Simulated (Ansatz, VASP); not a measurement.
**One calculation of Al2Cu, two programs**

```
Al Cu
1.0
     4.08803    0.00000    0.00000
     0.00000    4.08803    0.00000
     0.00000    0.00000    2.85133
Al Cu
2 1
Direct
  0.50000 0.00000 0.50000
  0.00000 0.50000 0.50000
  0.00000 0.00000 0.94739
```

Alike in both runs: task single point; functional r2SCAN; k mesh 12 × 12 × 16; occupations gaussian, width 0.15 eV; no spin polarisation.

```csv
,VASP,Ansatz
version,VASP 6.6.1,Ansatz 0.2.0
potentials or method,"VASP PAW PBE potentials, release 64 (Al, Cu), cutoff 520 eV","scalar-relativistic, plane waves, PAW"
valence electrons in the cell,17,25
```

|  | VASP | Ansatz | Ansatz less VASP |
| --- | --- | --- | --- |
| gap on the k mesh at the Fermi level (eV) | none | none | - |
| pressure (GPa) | 0.7 | 0.8 | +0.12 |
| traceless stress, the component that is largest in VASP (GPa) | -0.99 | -1.03 | -0.044 |
| rms of the force components (eV/Å) | 0.384 | 0.384 | -0.0001 |

VASP's potentials were made for PBE, not for r2SCAN. Atom by atom the forces differ by 0.000 eV/Å (rms over components). A gap of «none» marks a metal or a gap that the smearing closes. VASP's potentials hold 17 valence electrons a cell and Ansatz's 25, so a difference there can come from the potentials and not from the codes.
